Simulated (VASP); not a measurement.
# H3C5 in VASP: notebook

H3C5 is run at these levels: PBE+D3(BJ); tasks: single point.

All numbers are computed with VASP 6.6.1; they aren't measurements. Logs are shortened: lines on timing, memory, paths and dates and some standing lists are left out, and cuts for length are marked.

## (1) The cell of the first run

The cell holds a slab with vacuum, 32 atoms: a = 5.049 Å, b = 5.049 Å, c = 18.136 Å, α = 90.00°, β = 90.00°, γ = 90.00°.

## (2) Single point, PBE+D3(BJ)

Contents of INCAR:

```
ALGO = Normal ; EDIFF = 1E-7
ENCUT = 520 ; GGA = PE
ISIF = 2 ; ISMEAR = -1
IVDW = 12 ; LASPH = T
LCHARG = T ; LELF = T
LREAL = Auto ; LVHAR = T
LWAVE = F ; NBANDS = 68
NELM = 60 ; PREC = Accurate
SIGMA = 0.05
```

Contents of KPOINTS:

```
k-points
0
Gamma
  2 2 1
```

Contents of POSCAR:

```
H3C5
1.0
    5.0487420000      0.0000000000      0.0000000000
    0.0000000000      5.0487420000      0.0000000000
    0.0000000000      0.0000000000     18.1355610000
H C
12 20
Direct
    0.4277868000      0.0000000000      0.0551403000
    0.0722132000      0.0000000000      0.0551403000
    0.9277868000      0.0000000000      0.0551403000
    0.5722132000      0.0000000000      0.0551403000
    0.4277868000      0.5000000000      0.0551403000
    0.0722132000      0.5000000000      0.0551403000
    0.9277868000      0.5000000000      0.0551403000
    0.5722132000      0.5000000000      0.0551403000
    0.7584421903     -0.0627982154      0.3369327168
    0.2711998890      0.5112041335      0.3354039647
    0.9558230199      0.3428117793      0.3573268887
    0.6530986420      0.4664210487      0.3333797533
    0.2500000000      0.0000000000      0.0901378000
    0.7500000000      0.0000000000      0.0901378000
    0.2500000000      0.5000000000      0.0901378000
    0.7500000000      0.5000000000      0.0901378000
    0.2500000000      0.2500000000      0.1393505000
    0.7500000000      0.2500000000      0.1393505000
    0.2500000000      0.7500000000      0.1393505000
    0.7500000000      0.7500000000      0.1393505000
   -0.0016377854      0.2489315388      0.1868671762
    0.5081972659      0.2543876700      0.1855297470
   -0.0001409064      0.7466310134      0.1941333464
    0.5018327444      0.7518490849      0.1919282653
    0.0107135434      0.0086017111      0.2396653896
    0.5074016825      0.0170102132      0.2400791195
   -0.0011269539      0.4774118441      0.2420072591
    0.4755517892      0.4940227809      0.2294641107
    0.2620982734      0.0909060917      0.2800622264
    0.7631886469      0.0618822824      0.2874077422
    0.2674425805      0.4142581172      0.2809787198
    0.8175174325      0.3558235707      0.3105611760
```

Potentials or basis: VASP PAW PBE potentials, release 64 (H, C).

Run with:

```sh
$ cat potpaw_PBE.64/H/POTCAR potpaw_PBE.64/C/POTCAR > POTCAR
$ mpirun -np 1 vasp_std > vasp.out
```

OUTCAR:

```text
EDIFF = 1E-7
   ENCUT = 520
   GGA = PE
   ISIF = 2
   ISMEAR = -1
   IVDW = 12
   LASPH = T
   LREAL = Auto
   NELM = 60
   PREC = Accurate
 IVDW          = 12

 ion  position               nearest neighbor table
   1  0.428  0.000  0.055-   4 0.73  13 1.10
   2  0.072  0.000  0.055-   3 0.73  13 1.10
   3  0.928  0.000  0.055-   2 0.73  14 1.10
   4  0.572  0.000  0.055-   1 0.73  14 1.10
   5  0.428  0.500  0.055-   8 0.73  15 1.10
   6  0.072  0.500  0.055-   7 0.73  15 1.10
   7  0.928  0.500  0.055-   6 0.73  16 1.10
   8  0.572  0.500  0.055-   5 0.73  16 1.10
   9  0.758  0.937  0.337-  30 1.10
  10  0.271  0.511  0.335-  31 1.10
  11  0.956  0.343  0.357-  32 1.10
  12  0.653  0.466  0.333-  32 1.08
  13  0.250  0.000  0.090-   1 1.10   2 1.10  17 1.55  19 1.55
  14  0.750  0.000  0.090-   3 1.10   4 1.10  18 1.55  20 1.55
  15  0.250  0.500  0.090-   5 1.10   6 1.10  17 1.55  19 1.55
  16  0.750  0.500  0.090-   7 1.10   8 1.10  18 1.55  20 1.55
  17  0.250  0.250  0.139-  21 1.54  15 1.55  13 1.55  22 1.55
  18  0.750  0.250  0.139-  22 1.48  21 1.52  14 1.55  16 1.55
  19  0.250  0.750  0.139-  13 1.55  15 1.55  24 1.59  23 1.61
  20  0.750  0.750  0.139-  14 1.55  16 1.55  24 1.57  23 1.61
  21  0.998  0.249  0.187-  18 1.52  27 1.53  17 1.54  25 1.55
  22  0.508  0.254  0.186-  28 1.46  18 1.48  17 1.55  26 1.55
  23  1.000  0.747  0.194-  25 1.56  20 1.61  19 1.61  27 1.61
  24  0.502  0.752  0.192-  28 1.47  20 1.57  19 1.59  26 1.60
  25  0.011  0.009  0.240-  29 1.52  30 1.54  21 1.55  23 1.56
  26  0.507  0.017  0.240-  29 1.48  22 1.55  30 1.57  24 1.60
  27  0.999  0.477  0.242-  21 1.53  31 1.56  23 1.61  32 1.66
  28  0.476  0.494  0.229-  22 1.46  31 1.46  24 1.47
  29  0.262  0.091  0.280-  26 1.48  25 1.52  31 1.63
  30  0.763  0.062  0.287-   9 1.10  25 1.54  32 1.57  26 1.57
  31  0.267  0.414  0.281-  10 1.10  28 1.46  27 1.56  29 1.63
  32  0.818  0.356  0.311-  12 1.08  11 1.10  30 1.57  27 1.66

  LATTYP: Found a simple tetragonal cell.
 ALAT       =     5.0487420000
 C/A-ratio  =     3.5920950209

  Lattice vectors:

 A1 = (   5.0487420000,   0.0000000000,   0.0000000000)
 A2 = (   0.0000000000,   5.0487420000,   0.0000000000)
 A3 = (   0.0000000000,   0.0000000000,  18.1355610000)

Analysis of symmetry for initial positions (statically):
=====================================================================
 Subroutine PRICEL returns:
 Original cell was already a primitive cell.

 Routine SETGRP: Setting up the symmetry group for a
 simple tetragonal supercell.

 Subroutine GETGRP returns: Found  1 space group operations
 (whereof  1 operations were pure point group operations)
 out of a pool of 16 trial point group operations.

The static configuration has the point symmetry C_1 .

[... 159 lines left out ...]
   POTIM  = 0.5000    time-step for ionic-motion
   TEBEG  =    0.0;   TEEND  =   0.0 temperature during run
   PSTRESS=    0.0 pullay stress
   NELECT =      92.0000    total number of electrons
   NUPDOWN=      -1.0000    fix difference up-down
   EMIN   =  10.00;   EMAX   =-10.00  energy-range for DOS
   EFERMI =   0.00;   METHOD = LEGACY
   ISMEAR =    -1;   SIGMA  =   0.05  broadening in eV -4-tet -1-fermi 0-gaus
   EFERMI_NEDOS =   21; number of points for ismear=-14 and -15
   IALGO  =     38    algorithm
   IMIX   =      4    mixing-type and parameters
     AMIX     =   0.40;   BMIX     =  1.00
     AMIX_MAG =   1.60;   BMIX_MAG =  1.00
  volume/ion in A,a.u.               =      14.45        97.49
  Fermi-wavevector in a.u.,A,eV,Ry     =   0.955810  1.806219 12.429917  0.913573
  Thomas-Fermi vector in A             =   2.084682
   LORBIT       =      0    0 simple, 1 ext, 2 COOP (PROOUT), +10 PAW based schemes
   GGA     = PE    functional components
   LHFCALC =     F    Hartree Fock is set to
   AEXX    =    0.0000 exact exchange contribution
   IVDW    =    12    specifies the selected vdW correction
   LEPSILON=     F    determine dielectric tensor
   LRPA    =     F    only Hartree local field effects (RPA)
 non-spin polarized calculation
  energy-cutoff  :      520.00
  volume of cell :      462.27
 maximum number of plane-waves:     12468
 NGX is ok and might be reduce to    40
   NGX = 19   NGY = 19   NGZ = 67

 number of electron      92.0000005 magnetization

 Free energy of the ion-electron system (eV)
  ---------------------------------------------------
  ext. energy  EPLUGINS =         0.00000000
  ---------------------------------------------------
  free energy    TOTEN  =      -205.14863710 eV

  energy without entropy =     -205.10701470  energy(sigma->0) =     -205.12782590

 E-fermi :   0.7130     XC(G=0):  -4.9059

 val. band max:        0.6143432464   @ k =   0.5000   0.5000   0.0000
 cond. band min:       0.7652590055   @ k =   0.5000   0.0000   0.0000
 fundamental gap:      0.1509157592
 Fermi energy:         0.7130073280

 k-point     1 :       0.0000    0.0000    0.0000
  band No.  band energies     occupation
      1     -20.6016      2.00000
      2     -18.3757      2.00000
      3     -16.5200      2.00000
      4     -16.2167      2.00000
      5     -16.1908      2.00000
      6     -16.0728      2.00000
[... 233 lines left out ...]
     57       6.1785      0.00000
     58       6.3027      0.00000
 [bands above 58 left out]

------------------------ aborting loop because EDIFF is reached ----------------------------------------

 Edisp (eV)   -3.33815

 E8    (eV) :    -0.9478

  FORCE on cell =-STRESS in cart. coord.  units (eV):
  Direction    XX          YY          ZZ          XY          YZ          ZX
  --------------------------------------------------------------------------------------
  -------------------------------------------------------------------------------------
  Total      73.93607    -9.20716    -4.74981    -5.14263    -0.10012    -0.08462
  in kB     256.25336   -31.91091   -16.46226   -17.82372    -0.34701    -0.29329
  external pressure =       69.29 kB  Pullay stress =        0.00 kB

 VOLUME and BASIS-vectors are now :
 -----------------------------------------------------------------------------
  energy-cutoff  :      520.00
  volume of cell :      462.27
      direct lattice vectors                 reciprocal lattice vectors
     5.048742000  0.000000000  0.000000000     0.198069143  0.000000000  0.000000000
     0.000000000  5.048742000  0.000000000     0.000000000  0.198069143  0.000000000
     0.000000000  0.000000000 18.135561000     0.000000000  0.000000000  0.055140285

 POSITION                                       TOTAL-FORCE (eV/Angst)
 -----------------------------------------------------------------------------------
      2.15979      0.00000      1.00000        -8.837310     -0.058169      0.049749
      0.36459      0.00000      1.00000         8.711919     -0.029751     -0.041768
      4.68416      0.00000      1.00000        -8.779908     -0.032474     -0.048439
      2.88896      0.00000      1.00000         8.910925     -0.054580      0.027445
      2.15979      2.52437      1.00000        -8.758907      0.026197     -0.035035
      0.36459      2.52437      1.00000         8.667208      0.040197     -0.010703
[... 24 lines left out ...]
      1.35025      2.09148      5.09571         0.012728     -0.015729      0.089411
      4.12743      1.79646      5.63220         0.005145      0.013219     -0.038229
 -----------------------------------------------------------------------------------
    total drift:                               -0.004269     -0.002913      0.002070

  FREE ENERGIE OF THE ION-ELECTRON SYSTEM (eV)
  ---------------------------------------------------
  free  energy   TOTEN  =      -208.4867868632 eV

  energy  without entropy=     -208.4451644635  energy(sigma->0) =     -208.46597566
```

stdout:

```text
POSCAR found type information on POSCAR H C
 POSCAR found :  2 types and      32 ions
 scaLAPACK will be used
 LDA part: xc-table for (Slater+PW92), standard interpolation
 POSCAR, INCAR and KPOINTS ok, starting setup
 FFT: planning ... GRIDC
 FFT: planning ... GRID_SOFT
 FFT: planning ... GRID
 WAVECAR not read
 entering main loop
```

It took 9.9 min on 1 thread of Intel Xeon 8259CL, shared host; peak memory 0.53 GiB.

Results:

```
Free energy                : -208.4868 eV
Largest force              : 8.911 eV/Å
Band gap on the k mesh     : 0.15 eV (least direct gap 0.16 eV)
Dispersion energy per atom : -0.104 eV
```

Forces in eV/Å, atoms in the order of the input:
```
H   -8.837 -0.058  0.050
H    8.712 -0.030 -0.042
H   -8.780 -0.032 -0.048
H    8.911 -0.055  0.027
H   -8.759  0.026 -0.035
H    8.667  0.040 -0.011
H   -8.794  0.075 -0.077
H    8.795  0.035 -0.049
H   -0.011 -0.071  0.034
H   -0.014  0.017 -0.007
H    0.032  0.004  0.034
H   -0.029  0.022  0.020
C   -0.186 -0.100  1.452
C    0.058 -0.125  1.308
C    0.140  0.122  1.582
C    0.198  0.157  1.350
C   -0.462 -0.251 -2.685
C    0.771  0.130 -3.031
C   -0.689  0.010 -0.174
C    0.261  0.070  0.259
C   -0.013 -0.011 -0.014
C    0.004 -0.030 -0.024
C    0.002  0.006  0.017
C    0.010  0.036  0.012
C   -0.026 -0.041  0.017
C    0.047 -0.029  0.006
C   -0.045  0.035 -0.013
C    0.019  0.021  0.003
C   -0.003  0.013  0.046
C    0.004  0.013 -0.058
C    0.013 -0.016  0.089
C    0.005  0.013 -0.038
```

Levels at points of the mesh, in eV from the valence-band top:
| k point | band 42 | band 43 | band 44 | band 45 | band 46 | band 47 | band 48 | band 49 | band 50 | band 51 |
| --- | --- | --- | --- | --- | --- | --- | --- | --- | --- | --- |
| (0.00, 0.00, 0.00) | -2.78 | -2.57 | -0.94 | -0.75 | -0.09 | 1.29 | 1.70 | 2.77 | 3.49 | 3.69 |
| (0.50, 0.00, 0.00) | -2.82 | -2.73 | -2.57 | -2.41 | -0.01 | 0.15 | 2.94 | 3.00 | 3.87 | 3.95 |
| (0.00, 0.50, 0.00) | -3.41 | -2.66 | -0.90 | -0.44 | -0.06 | 1.25 | 2.70 | 2.71 | 3.59 | 3.67 |
| (0.50, 0.50, 0.00) | -3.39 | -3.24 | -3.01 | -2.78 | 0.00 | 0.28 | 3.78 | 3.80 | 3.81 | 3.83 |

Caveat: the k points lie up to 0.62 Å⁻¹ apart.

## (3) Single point, PBE+D3(BJ)

Contents of INCAR:

```
PREC = Accurate
ENCUT = 520
EDIFF = 1E-6
ISMEAR = -1
SIGMA = 0.05
LREAL = Auto
LASPH = T
NELM = 100
ALGO = Normal
ISIF = 2
LWAVE = F
LCHARG = F
GGA = PE
IVDW = 12
NBANDS = 68
```

Contents of KPOINTS:

```
regular mesh
0
Gamma
  2 2 1
```

Contents of POSCAR:

```
H3C5
1.0
    5.0487420000      0.0000000000      0.0000000000
    0.0000000000      5.0487420000      0.0000000000
    0.0000000000      0.0000000000     18.1355610000
H C
12 20
Direct
    0.4277897346      0.0000000000      0.0551402849
    0.0722160095      0.0000000000      0.0551402849
    0.9277954786      0.0000000000      0.0551402849
    0.5722217535      0.0000000000      0.0551402849
    0.4277897346      0.5000057440      0.0551402849
    0.0722160095      0.5000057440      0.0551402849
    0.9277954786      0.5000057440      0.0551402849
    0.5722217535      0.5000057440      0.0551402849
    0.7154851644     -0.0788513257      0.3320823657
    0.2662841555      0.4736031273      0.3368078881
    0.9564956973      0.3308745030      0.3578494208
    0.6276018858      0.4415357331      0.3397744354
    0.2500028720      0.0000000000      0.0901378237
    0.7500086160      0.0000000000      0.0901378237
    0.2500028720      0.5000057440      0.0901378237
    0.7500086160      0.5000057440      0.0901378237
    0.2500028720      0.2500028720      0.1393505279
    0.7500086160      0.2500028720      0.1393505279
    0.2500028720      0.7500086160      0.1393505279
    0.7500086160      0.7500086160      0.1393505279
   -0.0046942387      0.2495473130      0.1871792111
    0.5072550746      0.2474477801      0.1870468744
   -0.0043179073      0.7409172424      0.1948712808
    0.4989955914      0.7552376414      0.1889602423
    0.0049517286     -0.0011884149      0.2413655690
    0.5038680923      0.0239465594      0.2407535118
   -0.0090319529      0.4729891129      0.2446574440
    0.4770891442      0.4891119412      0.2307345221
    0.2515478113      0.0922011860      0.2780614286
    0.7472554549      0.0547463111      0.2886649054
    0.2527164193      0.4089137452      0.2824671374
    0.8112912088      0.3438282249      0.3155954205
```

Potentials or basis: VASP PAW PBE potentials, release 64 (H, C).

Run with:

```sh
$ cat potpaw_PBE.64/H/POTCAR potpaw_PBE.64/C/POTCAR > POTCAR
$ mpirun -np 1 vasp_std > vasp.out
```

Run time: 8.3 min. Hardware: 1 thread of Intel Xeon 8259CL, shared host; peak memory 0.53 GiB.

Results (log left out):

```yaml
Free_energy: -207.7956 eV
Largest_force: 8.928 eV/Å
Band_gap_on_the_k_mesh: 0.19 eV (least direct gap 0.22 eV)
Dispersion_energy_per_atom: -0.104 eV
```

Forces in eV/Å, atoms in the order of the input:
```
H   -8.829 -0.078  0.090
H    8.730 -0.006 -0.072
H   -8.789 -0.023 -0.068
H    8.927 -0.073  0.055
H   -8.763  0.017 -0.020
H    8.718  0.011  0.013
H   -8.824  0.045 -0.042
H    8.813  0.034 -0.048
H    0.344 -1.006  1.663
H    0.027  1.183  1.927
H    0.478 -0.087  1.066
H    1.564 -0.358 -0.413
C   -0.513  0.005  1.390
C    0.301 -0.059  1.214
C    0.163  0.029  1.571
C    0.076  0.091  1.331
C   -0.661 -0.392 -2.201
C    0.390 -0.092 -2.661
C   -0.859 -0.170 -0.116
C    0.039 -0.029  0.187
C   -0.184 -0.630  0.469
C    0.044  1.986 -1.049
C    0.094  0.494  0.172
C    0.006 -1.127  1.990
C   -0.616  0.695 -0.635
C   -0.927 -1.766 -1.080
C   -0.223  0.191 -0.839
C   -0.844  1.046 -0.070
C    0.597 -0.575  0.646
C    1.613  0.999 -1.075
C    1.605 -0.710 -2.439
C   -2.497  0.357 -0.956
```

Levels at points of the mesh, in eV from the valence-band top:
```tsv
k point	band 44	band 45	band 46	band 47	band 48	band 49
(0.00, 0.00, 0.00)	-0.90	-0.67	-0.08	1.20	1.70	2.68
(0.50, 0.00, 0.00)	-2.53	-2.30	-0.03	0.19	2.93	3.01
(0.00, 0.50, 0.00)	-0.82	-0.41	-0.04	1.17	2.71	2.72
(0.50, 0.50, 0.00)	-2.98	-2.83	0.00	0.36	3.76	3.81
```

Caveat: the k points lie up to 0.62 Å⁻¹ apart.

(Part 1 of 2 ends here.)
